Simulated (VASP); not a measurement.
# LiH (Fm-3m) in VASP: notebook

LiH is run at these levels: r2SCAN; tasks: single point.

Everything below comes from runs of VASP 6.6.1. Logs are shortened: lines on timing, memory, paths and dates and some standing lists are left out, and cuts for length are marked.

**1. The cell of the first run**

The structure is cubic, space group Fm-3m (No. 225). The conventional cell has a = 3.881 Å, b = 3.881 Å, c = 3.881 Å, α = 90.00°, β = 90.00°, γ = 90.00°. Within 2.6 Å of Li (site symmetry m-3m) lie 6 H at 1.94 Å. Within 2.6 Å of H (site symmetry m-3m) lie 6 Li at 1.94 Å.

**2. Single point, r2SCAN (7.31 Å³/atom)**

POSCAR reads:

```
LiH
1.0
    0.0000000000      1.9403654750      1.9403654750
    1.9403654750      0.0000000000      1.9403654750
    1.9403654750      1.9403654750      0.0000000000
Li H
1 1
Direct
    0.0000000000      0.0000000000      0.0000000000
    0.5000000000      0.5000000000      0.5000000000
```

INCAR.step1 reads:

```
SYSTEM = LiH
PREC = Accurate
ENCUT = 520
ISMEAR = 0
SIGMA = 0.02
LREAL = .FALSE.
LASPH = .TRUE.
NELM = 100
NBANDS = 9
GGA = PE
ALGO = Normal
EDIFF = 1E-4
LWAVE = .TRUE.
LCHARG = .FALSE.
```

INCAR.step2 reads:

```
SYSTEM = LiH
PREC = Accurate
ENCUT = 520
EDIFF = 1E-7
ISMEAR = 0
SIGMA = 0.02
LREAL = .FALSE.
LASPH = .TRUE.
NELM = 100
ALGO = Normal
ISIF = 2
LWAVE = .FALSE.
LCHARG = .FALSE.
METAGGA = R2SCAN
LMIXTAU = .TRUE.
NBANDS = 9
ISTART = 1
```

KPOINTS reads:

```
Automatic mesh
0
G
  10 10 10
  0 0 0
```

Potentials or basis: VASP PAW PBE potentials, release 64 (Li_sv, H).

Command:

```sh
> cat potpaw_PBE.64/Li_sv/POTCAR potpaw_PBE.64/H/POTCAR > POTCAR
> cp INCAR.step1 INCAR
> mpirun -np 1 vasp_std > vasp.out
> cp INCAR.step2 INCAR
> mpirun -np 1 vasp_std > vasp.out
```

OUTCAR:

```text
SYSTEM = LiH
   PREC = Accurate
   ENCUT = 520
   EDIFF = 1E-7
   ISMEAR = 0
   LREAL = .FALSE.
   LASPH = .TRUE.
   NELM = 100
   ISIF = 2
   METAGGA = R2SCAN
   ISTART = 1

 ion  position               nearest neighbor table
   1  0.000  0.000  0.000-
   2  0.500  0.500  0.500-

  LATTYP: Found a face centered cubic cell.
 ALAT       =     3.8807309500

  Lattice vectors:

 A1 = (   0.0000000000,   1.9403654750,   1.9403654750)
 A2 = (   1.9403654750,   0.0000000000,   1.9403654750)
 A3 = (   1.9403654750,   1.9403654750,   0.0000000000)

Analysis of symmetry for initial positions (statically):
=====================================================================
 Subroutine PRICEL returns:
 Original cell was already a primitive cell.

 Routine SETGRP: Setting up the symmetry group for a
 face centered cubic supercell.

 Subroutine GETGRP returns: Found 48 space group operations
 (whereof 48 operations were pure point group operations)
 out of a pool of 48 trial point group operations.

The static configuration has the point symmetry O_h .

Analysis of symmetry for dynamics (positions and initial velocities):
=====================================================================
 Subroutine PRICEL returns:
 Original cell was already a primitive cell.

 Routine SETGRP: Setting up the symmetry group for a
 face centered cubic supercell.

 Subroutine GETGRP returns: Found 48 space group operations
 (whereof 48 operations were pure point group operations)
 out of a pool of 48 trial point group operations.

The dynamic configuration has the point symmetry O_h .

 Subroutine INISYM returns: Found 48 space group operations
 (whereof 48 operations are pure point group operations),
 and found     1 'primitive' translations

----------------------------------------------------------------------------------------

                                     Primitive cell

  volume of cell :      14.6110

  direct lattice vectors                    reciprocal lattice vectors
     0.000000000  1.940365475  1.940365475    -0.257683414  0.257683414  0.257683414
     1.940365475  0.000000000  1.940365475     0.257683414 -0.257683414  0.257683414
     1.940365475  1.940365475  0.000000000     0.257683414  0.257683414 -0.257683414

  length of vectors
     2.744091171  2.744091171  2.744091171     0.446320765  0.446320765  0.446320765

  position of ions in fractional coordinates (direct lattice)
[... 82 lines left out ...]
   NSW    =      0    number of steps for IOM
   IBRION =     -1    ionic relax: 0-MD 1-quasi-New 2-CG
   NFREE  =      0    steps in history (QN), initial steepest desc. (CG)
   ISIF   =      2    stress and relaxation
   ISYM   =      2    0-nonsym 1-usesym 2-fastsym
   POTIM  = 0.5000    time-step for ionic-motion
   TEBEG  =    0.0;   TEEND  =   0.0 temperature during run
   PSTRESS=    0.0 pullay stress
   NELECT =       4.0000    total number of electrons
   NUPDOWN=      -1.0000    fix difference up-down
   EMIN   =  10.00;   EMAX   =-10.00  energy-range for DOS
   EFERMI =   0.00;   METHOD = LEGACY
   ISMEAR =     0;   SIGMA  =   0.02  broadening in eV -4-tet -1-fermi 0-gaus
   EFERMI_NEDOS =   21; number of points for ismear=-14 and -15
   IALGO  =     38    algorithm
   IMIX   =      4    mixing-type and parameters
     AMIX     =   0.40;   BMIX     =  1.00
     AMIX_MAG =   1.60;   BMIX_MAG =  1.00
  volume/ion in A,a.u.               =       7.31        49.30
  Fermi-wavevector in a.u.,A,eV,Ry     =   1.063003  2.008785 15.374258  1.129976
  Thomas-Fermi vector in A             =   2.198473
   LORBIT       =      0    0 simple, 1 ext, 2 COOP (PROOUT), +10 PAW based schemes
   METAGGA = R2SCAN    functional components
   LHFCALC =     F    Hartree Fock is set to
   AEXX    =    0.0000 exact exchange contribution
   IVDW    =     0    specifies the selected vdW correction
   LEPSILON=     F    determine dielectric tensor
   LRPA    =     F    only Hartree local field effects (RPA)
 non-spin polarized calculation
 Gauss-broadening in eV      SIGMA  =   0.02
  energy-cutoff  :      520.00
  volume of cell :       14.61
 maximum number of plane-waves:       411
   NGX = 11   NGY = 11   NGZ = 11

 number of electron       3.9999991 magnetization

 Free energy of the ion-electron system (eV)
  ---------------------------------------------------
  ext. energy  EPLUGINS =         0.00000000
  ---------------------------------------------------
  free energy    TOTEN  =        -6.80012385 eV

  energy without entropy =       -6.80012385  energy(sigma->0) =       -6.80012385

 E-fermi :   0.5566     XC(G=0):  -9.1680

 val. band max:        0.2802901639   @ k =   0.5000   0.5000   0.0000
 cond. band min:       3.7965407986   @ k =   0.5000   0.5000   0.0000
 fundamental gap:      3.5162506346
 Fermi energy:         0.5566216329

 k-point     1 :       0.0000    0.0000    0.0000
  band No.  band energies     occupation
      1     -45.3607      2.00000
      2      -5.5493      2.00000
      3      19.2569      0.00000
      4      20.7510      0.00000
      5      20.7510      0.00000
      6      20.7511      0.00000
      7      25.3529      0.00000
      8      25.3529      0.00000
      9      25.3530      0.00000
[... 265 lines left out ...]
 k-point    24 :       0.4000    0.3000    0.0000
  band No.  band energies     occupation
      1     -45.2926      2.00000
      2      -2.2164      2.00000
      3       7.9298      0.00000
      4      12.1766      0.00000
      5      13.6520      0.00000
      6      18.6250      0.00000
      7      20.9445      0.00000
      8      33.4733      0.00000
      9      34.0517      0.00000

 [... further k-points ...]

------------------------ aborting loop because EDIFF is reached ----------------------------------------

  FORCE on cell =-STRESS in cart. coord.  units (eV):
  Direction    XX          YY          ZZ          XY          YZ          ZX
  --------------------------------------------------------------------------------------
  -------------------------------------------------------------------------------------
  Total        0.3206129      0.3206129      0.3206129      0.0000000      0.0000000     -0.0000000
  in kB       35.1569365     35.1569365     35.1569365      0.0000000      0.0000000     -0.0000000
  external PRESSURE =      35.1569365 kB  Pullay stress =       0.0000000 kB

 VOLUME and BASIS-vectors are now :
 -----------------------------------------------------------------------------
  energy-cutoff  :      520.00
  volume of cell :       14.61
      direct lattice vectors                 reciprocal lattice vectors
     0.000000000  1.940365475  1.940365475    -0.257683414  0.257683414  0.257683414
     1.940365475  0.000000000  1.940365475     0.257683414 -0.257683414  0.257683414
     1.940365475  1.940365475  0.000000000     0.257683414  0.257683414 -0.257683414

 POSITION                                       TOTAL-FORCE (eV/Angst)
 -----------------------------------------------------------------------------------
      0.00000      0.00000      0.00000         0.000000     -0.000000      0.000000
      1.94037      1.94037      1.94037        -0.000000      0.000000     -0.000000
 -----------------------------------------------------------------------------------
    total drift:                                0.000000      0.000000      0.000000

  FREE ENERGIE OF THE ION-ELECTRON SYSTEM (eV)
  ---------------------------------------------------
  free  energy   TOTEN  =        -6.8001238502 eV

  energy  without entropy=       -6.8001238502  energy(sigma->0) =       -6.80012385
```

OUTCAR.step1:

```text
SYSTEM = LiH
   PREC = Accurate
   ENCUT = 520
   ISMEAR = 0
   LREAL = .FALSE.
   LASPH = .TRUE.
[... 509 lines left out ...]
      0.00000      0.00000      0.00000        -0.000000      0.000000     -0.000000
      1.94037      1.94037      1.94037         0.000000      0.000000      0.000000
 -----------------------------------------------------------------------------------
    total drift:                                0.000000     -0.000000      0.000000

  FREE ENERGIE OF THE ION-ELECTRON SYSTEM (eV)
  ---------------------------------------------------
  free  energy   TOTEN  =        -6.1094861465 eV

  energy  without entropy=       -6.1094861465  energy(sigma->0) =       -6.10948615
```

Run time: 49 s. Hardware: 1 thread of Intel Xeon 8259CL, shared host; peak memory 0.12 GiB.

What came out:

```yaml
Free_energy: -6.8001 eV
Band_gap_on_the_k_mesh: 3.52 eV
```

Levels at points of the mesh, in eV from the valence-band top:
```
           k point  band 1  band 2  band 3  band 4  band 5
(0.00, 0.00, 0.00)  -45.64   -5.83   18.98   20.47   20.47
(0.50, 0.00, 0.00)  -45.58   -2.93    5.92   15.85   19.13
(0.50, 0.50, 0.00)  -45.56    0.00    3.52   12.26   12.26
```

Caveat: the cutoff is under 1.25 times the usual one of these potentials, so pressure, stress and relaxed cells hold a basis-set (Pulay) error; the PAW data sets were made with another functional, which shifts forces and pressure a little. r2SCAN opens gaps a little over a GGA but as a rule still falls short of measured ones.

**3. Single point, r2SCAN (7.06 Å³/atom)**

This run uses another cell than the first one, of 7.06 Å³/atom.

POSCAR reads:

```
LiH
1.0
    0.0000000000      1.9188040740      1.9188040740
    1.9188040740      0.0000000000      1.9188040740
    1.9188040740      1.9188040740      0.0000000000
Li H
1 1
Direct
    0.0000000000      0.0000000000      0.0000000000
    0.5000000000      0.5000000000      0.5000000000
```

INCAR.step1 reads:

```
ALGO = Normal ; EDIFF = 1E-4
ENCUT = 520 ; GGA = PE
ISMEAR = 0 ; LASPH = True
LCHARG = False ; LREAL = False
LWAVE = True ; NBANDS = 9
NELM = 100 ; PREC = Accurate
SIGMA = 0.02
```

INCAR.step2 reads:

```
ALGO = Normal ; EDIFF = 1E-6
ENCUT = 520 ; ISIF = 2
ISMEAR = 0 ; ISTART = 1
LASPH = True ; LCHARG = False
LMIXTAU = True ; LREAL = False
LWAVE = False ; METAGGA = R2SCAN
NBANDS = 9 ; NELM = 100
PREC = Accurate ; SIGMA = 0.02
```

KPOINTS reads:

```
k-points
0
Gamma
  10 10 10
```

Potentials or basis: VASP PAW PBE potentials, release 64 (Li_sv, H).

Command:

```sh
> cat potpaw_PBE.64/Li_sv/POTCAR potpaw_PBE.64/H/POTCAR > POTCAR
> cp INCAR.step1 INCAR
> mpirun -np 1 vasp_std > vasp.out
> cp INCAR.step2 INCAR
> mpirun -np 1 vasp_std > vasp.out
```

Wall time 42 s (1 thread of Intel Xeon 8259CL, shared host); peak memory 0.12 GiB.

It converged, with:

```yaml
Free_energy: -6.7860 eV
Band_gap_on_the_k_mesh: 3.49 eV
```

Levels at points of the mesh, in eV from the valence-band top:
```tsv
k point	band 1	band 2	band 3	band 4	band 5
(0.00, 0.00, 0.00)	-45.59	-5.97	19.45	20.84	20.84
(0.50, 0.00, 0.00)	-45.51	-3.03	5.98	16.17	19.45
(0.50, 0.50, 0.00)	-45.49	0.00	3.49	12.44	12.44
```

Caveat: the cutoff is under 1.25 times the usual one of these potentials, so pressure, stress and relaxed cells hold a basis-set (Pulay) error; the PAW data sets were made with another functional, which shifts forces and pressure a little. A k mesh can miss the band edges.

**4. Single point, r2SCAN (7.55 Å³/atom)**

This run uses another cell than the first one, of 7.55 Å³/atom.

POSCAR reads:

```
LiH
1.0
    0.0000000000      1.9614580566      1.9614580566
    1.9614580566      0.0000000000      1.9614580566
    1.9614580566      1.9614580566      0.0000000000
Li H
1 1
Direct
    0.0000000000      0.0000000000      0.0000000000
    0.5000000000      0.5000000000      0.5000000000
```

INCAR.step1 reads:

```
  PREC = Accurate
  ENCUT = 520
  ISMEAR = 0
  SIGMA = 0.02
  LREAL = False
  LASPH = True
  NELM = 80
  NBANDS = 9
  GGA = PE
  ALGO = Normal
  EDIFF = 1E-4
  LWAVE = True
  LCHARG = False
```

INCAR.step2 reads:

```
  PREC = Accurate
  ENCUT = 520
  EDIFF = 1E-6
  ISMEAR = 0
  SIGMA = 0.02
  LREAL = False
  LASPH = True
  NELM = 80
  ALGO = Normal
  ISIF = 2
  LWAVE = False
  LCHARG = False
  METAGGA = R2SCAN
  LMIXTAU = True
  NBANDS = 9
  ISTART = 1
```

KPOINTS reads:

```
regular mesh
0
Gamma
  10 10 10
```

Potentials or basis: VASP PAW PBE potentials, release 64 (Li_sv, H).

Command:

```sh
> cat potpaw_PBE.64/Li_sv/POTCAR potpaw_PBE.64/H/POTCAR > POTCAR
> cp INCAR.step1 INCAR
> mpirun -np 1 vasp_std > vasp.out
> cp INCAR.step2 INCAR
> mpirun -np 1 vasp_std > vasp.out
```

OUTCAR:

```text
PREC = Accurate
   ENCUT = 520
   EDIFF = 1E-6
   ISMEAR = 0
   LREAL = False
   LASPH = True
   NELM = 80
   ISIF = 2
   METAGGA = R2SCAN
   ISTART = 1

 ion  position               nearest neighbor table
   1  0.000  0.000  0.000-
   2  0.500  0.500  0.500-

  LATTYP: Found a face centered cubic cell.
 ALAT       =     3.9229161132

  Lattice vectors:

 A1 = (   0.0000000000,   1.9614580566,   1.9614580566)
[... 471 lines left out ...]
      9      33.2505      0.00000

 [... further k-points ...]

------------------------ aborting loop because EDIFF is reached ----------------------------------------

  FORCE on cell =-STRESS in cart. coord.  units (eV):
  Direction    XX          YY          ZZ          XY          YZ          ZX
  --------------------------------------------------------------------------------------
  -------------------------------------------------------------------------------------
  Total        0.2130293      0.2130293      0.2130293     -0.0000000      0.0000000      0.0000000
  in kB       22.6142861     22.6142861     22.6142861     -0.0000000      0.0000000      0.0000000
  external PRESSURE =      22.6142861 kB  Pullay stress =       0.0000000 kB

 VOLUME and BASIS-vectors are now :
 -----------------------------------------------------------------------------
  energy-cutoff  :      520.00
  volume of cell :       15.09
      direct lattice vectors                 reciprocal lattice vectors
     0.000000000  1.961458057  1.961458057    -0.254912410  0.254912410  0.254912410
     1.961458057  0.000000000  1.961458057     0.254912410 -0.254912410  0.254912410
     1.961458057  1.961458057  0.000000000     0.254912410  0.254912410 -0.254912410

 POSITION                                       TOTAL-FORCE (eV/Angst)
 -----------------------------------------------------------------------------------
      0.00000      0.00000      0.00000        -0.000000      0.000000      0.000000
      1.96146      1.96146      1.96146         0.000000     -0.000000     -0.000000
 -----------------------------------------------------------------------------------
    total drift:                                0.000000     -0.000000     -0.000000

  FREE ENERGIE OF THE ION-ELECTRON SYSTEM (eV)
  ---------------------------------------------------
  free  energy   TOTEN  =        -6.8106073118 eV

  energy  without entropy=       -6.8106073118  energy(sigma->0) =       -6.81060731
```

OUTCAR.step1:

```text
PREC = Accurate
   ENCUT = 520
   ISMEAR = 0
   LREAL = False
   LASPH = True
[... 510 lines left out ...]
      0.00000      0.00000      0.00000         0.000000      0.000000      0.000000
      1.96146      1.96146      1.96146         0.000000      0.000000      0.000000
 -----------------------------------------------------------------------------------
    total drift:                                0.000000     -0.000000     -0.000000

  FREE ENERGIE OF THE ION-ELECTRON SYSTEM (eV)
  ---------------------------------------------------
  free  energy   TOTEN  =        -6.1194877981 eV

  energy  without entropy=       -6.1194877981  energy(sigma->0) =       -6.11948780
```

OSZICAR.step1:

```text
N       E                     dE             d eps       ncg     rms          rms(c)
DAV:   1    -0.169655829403E+01   -0.16966E+01   -0.14645E+03   886   0.405E+02
DAV:   2    -0.630499670478E+01   -0.46084E+01   -0.45687E+01  1168   0.556E+01
DAV:   3    -0.636591896917E+01   -0.60922E-01   -0.60886E-01  1019   0.523E+00
DAV:   4    -0.636612868346E+01   -0.20971E-03   -0.20970E-03  1173   0.288E-01
DAV:   5    -0.636612948038E+01   -0.79693E-06   -0.79695E-06  1005   0.131E-02    0.291E+00
DAV:   6    -0.618141847715E+01    0.18471E+00   -0.14385E-01   944   0.120E+00    0.147E+00
DAV:   7    -0.611787302932E+01    0.63545E-01   -0.19170E-01   981   0.156E+00    0.223E-01
DAV:   8    -0.611955361070E+01   -0.16806E-02   -0.39544E-03   993   0.418E-01    0.433E-02
DAV:   9    -0.611948779810E+01    0.65813E-04   -0.14959E-04  1013   0.508E-02
   1 F= -.61194878E+01 E0= -.61194878E+01  d E =-.897298E-43
```

Wall time 42 s (1 thread of Intel Xeon 8259CL, shared host); peak memory 0.13 GiB.

What came out:

- Free energy: -6.8106 eV
- Band gap on the k mesh: 3.54 eV

Caveat: the cutoff is under 1.25 times the usual one of these potentials, so pressure, stress and relaxed cells hold a basis-set (Pulay) error; the PAW data sets were made with another functional, which shifts forces and pressure a little. r2SCAN opens gaps a little over a GGA but as a rule still falls short of measured ones.

**5. Single point, r2SCAN**

This run uses another cell than the first one, of 8.03 Å³/atom.

POSCAR reads:

```
LiH
1.0
    0.0000000000      2.0023334744      2.0023334744
    2.0023334744      0.0000000000      2.0023334744
    2.0023334744      2.0023334744      0.0000000000
Li H
1 1
Direct
    0.0000000000      0.0000000000      0.0000000000
    0.5000000000      0.5000000000      0.5000000000
```

INCAR.step1 reads:

```
ALGO = Normal ; EDIFF = 1E-4
ENCUT = 520 ; GGA = PE
ISMEAR = 0 ; LASPH = T
LCHARG = F ; LREAL = F
LWAVE = T ; NBANDS = 9
NELM = 80 ; PREC = Accurate
SIGMA = 0.02
```

INCAR.step2 reads:

```
ALGO = Normal ; EDIFF = 1E-7
ENCUT = 520 ; ISIF = 2
ISMEAR = 0 ; ISTART = 1
LASPH = T ; LCHARG = F
LMIXTAU = T ; LREAL = F
LWAVE = F ; METAGGA = R2SCAN
NBANDS = 9 ; NELM = 80
PREC = Accurate ; SIGMA = 0.02
```

KPOINTS reads:

```
k-points
0
Gamma
  10 10 10
```

Command:

```sh
> cat potpaw_PBE.64/Li_sv/POTCAR potpaw_PBE.64/H/POTCAR > POTCAR
> cp INCAR.step1 INCAR
> mpirun -np 1 vasp_std > vasp.out
> cp INCAR.step2 INCAR
> mpirun -np 1 vasp_std > vasp.out
```

Run time: 39 s. Hardware: 1 thread of Intel Xeon 8259CL, shared host; peak memory 0.13 GiB.

The run converged. Its results:

```
Free energy            : -6.8176 eV
Band gap on the k mesh : 3.58 eV
```

Levels at points of the mesh, in eV from the valence-band top:
```csv
k point,band 1,band 2,band 3,band 4,band 5
"(0.00, 0.00, 0.00)",-45.73,-5.46,17.68,19.43,19.43
"(0.50, 0.00, 0.00)",-45.69,-2.65,5.68,14.97,18.19
"(0.50, 0.50, 0.00)",-45.67,0.00,3.58,11.76,11.76
```

Caveat: the cutoff is under 1.25 times the usual one of these potentials, so pressure, stress and relaxed cells hold a basis-set (Pulay) error; the PAW data sets were made with another functional, which shifts forces and pressure a little. r2SCAN opens gaps a little over a GGA but as a rule still falls short of measured ones.

[end of part 1 of 2]
